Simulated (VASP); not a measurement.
Set up this calculation in VASP 6.6.1, as the native input.

```
Task                   : relaxation of cell and atoms
Functional             : PBE
Potentials or basis    : VASP PAW PBE potentials, release 64 (Be, Te)
Cutoff                 : 600 eV
k mesh                 : 8 × 8 × 8
Occupations            : fermi-dirac, width 0.1 eV
Spin                   : no spin polarisation
Target pressure        : 5 GPa
Dipole correction      : no
Further INCAR settings : ALGO = Normal; EDIFF = 1e-06; IBRION = 2; EDIFFG = -0.03; NSW = 100; ISIF = 3
```

The structure of BeTe lies in POSCAR:

```
BeTe
1.0
    0.0000000000      2.8141050000      2.8141050000
    2.8141050000      0.0000000000      2.8141050000
    2.8141050000      2.8141050000      0.0000000000
Be Te
1 1
Direct
    0.0000000000      0.0000000000      0.0000000000
    0.2500000000      0.2500000000      0.2500000000
```

These files were run (other wordings do the same):

INCAR

```
SYSTEM = BeTe
PREC = Accurate
ENCUT = 600
EDIFF = 1E-6
ISMEAR = -1
SIGMA = 0.1
LREAL = .FALSE.
LASPH = .TRUE.
NELM = 100
ALGO = Normal
ISIF = 3
LWAVE = .FALSE.
LCHARG = .FALSE.
GGA = PE
IBRION = 2
NSW = 100
EDIFFG = -0.03
PSTRESS = 50.0
```

KPOINTS

```
Automatic mesh
0
G
  8 8 8
  0 0 0
```

Potentials or basis: VASP PAW PBE potentials, release 64 (Be, Te).

Command:

```bash
$ cat potpaw_PBE.64/Be/POTCAR potpaw_PBE.64/Te/POTCAR > POTCAR
$ mpirun -np 1 vasp_std > vasp.out
```

Results of the run:

- Relaxed volume: 21.10 Å³/atom
- Relaxed cell: a = 3.908 Å, b = 3.908 Å, c = 3.908 Å, α = 60.00°, β = 60.00°, γ = 60.00°
- Space group after relaxing (to 0.05 Å): F-43m (No. 216)
- Energy change on relaxing (the enthalpy is what falls): +22.6 meV/atom
- Ionic steps: 3
- Pressure after relaxing: 5.0 GPa
- Band gap on the k mesh: 1.83 eV, indirect (least direct gap 3.56 eV)

Caveat: the cell is relaxed towards a set pressure, so the enthalpy falls and the energy may rise; spin-orbit coupling is left out, which moves the levels of the heavy elements.

Run time: 18 s on 1 thread of Intel(R) Xeon(R) 6975P-C (Granite Rapids), on a shared host, peak memory 0.18 GiB.
